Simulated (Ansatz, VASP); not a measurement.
**W in VASP and in Ansatz**

Contents of INCAR:

```
ALGO = Normal
EDIFF = 1E-7
ENCUT = 520
GGA = PS
ISIF = 2
ISMEAR = -1
LASPH = True
LCHARG = True
LELF = True
LREAL = False
LVHAR = True
LWAVE = False
NBANDS = 43
NELM = 80
PREC = Accurate
SIGMA = 0.1
```

The input KPOINTS:

```
k-points
0
Gamma
  14 14 1
```

File POSCAR:

```
W
1.0
    2.7313605553      0.0000000000      0.0000000000
   -0.9104535184      2.5751514274      0.0000000000
    0.0000000000      0.0000000000     24.9206000000
W
5
Direct
    0.0000000000      0.0000000000      0.3239899838
    0.5000000000      0.5000000000      0.4102844123
    0.0000000000      0.0000000000      0.4999999999
    0.5000000000      0.5000000000      0.5897155871
    0.0000000000      0.0000000000      0.6760100168
```

Input for Ansatz:

```yaml
crystal:
  lattice:
    - [2.7313605553, 0.0, 0.0]
    - [-0.9104535184, 2.5751514274, 0.0]
    - [0.0, 0.0, 24.9206]
  atoms:
    - { symbol: W, position: [0.0, 0.0, 0.3239899838] }
    - { symbol: W, position: [0.5, 0.5, 0.4102844123] }
    - { symbol: W, position: [0.0, 0.0, 0.4999999999] }
    - { symbol: W, position: [0.5, 0.5, 0.5897155871] }
    - { symbol: W, position: [0.0, 0.0, 0.6760100168] }
kpoints:
  mp_grid: { grid: [14, 14, 1] }
scf:
  occupations: { method: fermi_dirac, width: 0.1 }
hamiltonian:
  xc: pbesol
  pseudopotentials: { kind: paw }
output:
  forces: true
  stress: true
  eigenvalues: true
  core_levels: { shells: { W: ["4f"] }, counted_from: fermi_level, add_spin: false }
```

Alike in both runs: task single point; functional PBEsol; k mesh 14 × 14 × 1; occupations fermi-dirac, width 0.1 eV; no spin polarisation.

|  | VASP | Ansatz |
| --- | --- | --- |
| version | VASP 6.6.1 | Ansatz 0.2.0 |
| potentials or method | VASP PAW PBE potentials, release 64 (W_sv) | PAW with Ansatz's default frozen-core files, scalar-relativistic |
| plane-wave cutoff (eV) | 520 | 420 |
| valence electrons in the cell | 70 | 70 |

```csv
,VASP,Ansatz,Ansatz less VASP
rms of the force components (eV/Å),0.015,0.000,-0.0153
```

VASP's potentials were made for PBE, not for PBEsol. Atom by atom the forces differ by 0.015 eV/Å (rms over components).

Spin-orbit coupling is off throughout.
